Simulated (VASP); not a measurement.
Here is a VASP 6.6.1 calculation.

File POSCAR:

```
BeTe
1.0
    0.0000000000      2.8286228795      2.8286228795
    2.8286228795      0.0000000000      2.8286228795
    2.8286228795      2.8286228795      0.0000000000
Be Te
1 1
Direct
    0.0000000000      0.0000000000      0.0000000000
    0.2500000000      0.2500000000      0.2500000000
```

The input INCAR.step1:

```
SYSTEM = BeTe
PREC = Accurate
ENCUT = 520
ISMEAR = 0
SIGMA = 0.01
LREAL = .FALSE.
LASPH = .TRUE.
NELM = 100
NBANDS = 11
GGA = PE
ALGO = Normal
EDIFF = 1E-4
LWAVE = .TRUE.
LCHARG = .FALSE.
```

The input INCAR.step2:

```
SYSTEM = BeTe
PREC = Accurate
ENCUT = 520
EDIFF = 1E-6
ISMEAR = 0
SIGMA = 0.01
LREAL = .FALSE.
LASPH = .TRUE.
NELM = 100
ALGO = Normal
ISIF = 2
LWAVE = .FALSE.
LCHARG = .FALSE.
METAGGA = R2SCAN
LMIXTAU = .TRUE.
NBANDS = 11
ISTART = 1
```

KPOINTS

```
Automatic mesh
0
G
  8 8 8
  0 0 0
```

Potentials or basis: VASP PAW PBE potentials, release 64 (Be, Te).

Run with:

```sh
$ cat potpaw_PBE.64/Be/POTCAR potpaw_PBE.64/Te/POTCAR > POTCAR
$ cp INCAR.step1 INCAR
$ mpirun -np 1 vasp_std > vasp.out
$ cp INCAR.step2 INCAR
$ mpirun -np 1 vasp_std > vasp.out
```

**Question.** What does it give for the pressure?

**Answer.** 0.2 GPa.

**Question.** What does it give for the band gap on the k mesh?

**Answer.** 2.37 eV, indirect (least direct gap 4.03 eV).

Caveat: the PAW data sets were made with another functional, which shifts forces and pressure a little; spin-orbit coupling is left out, which moves the levels of the heavy elements. A k mesh can miss the band edges.
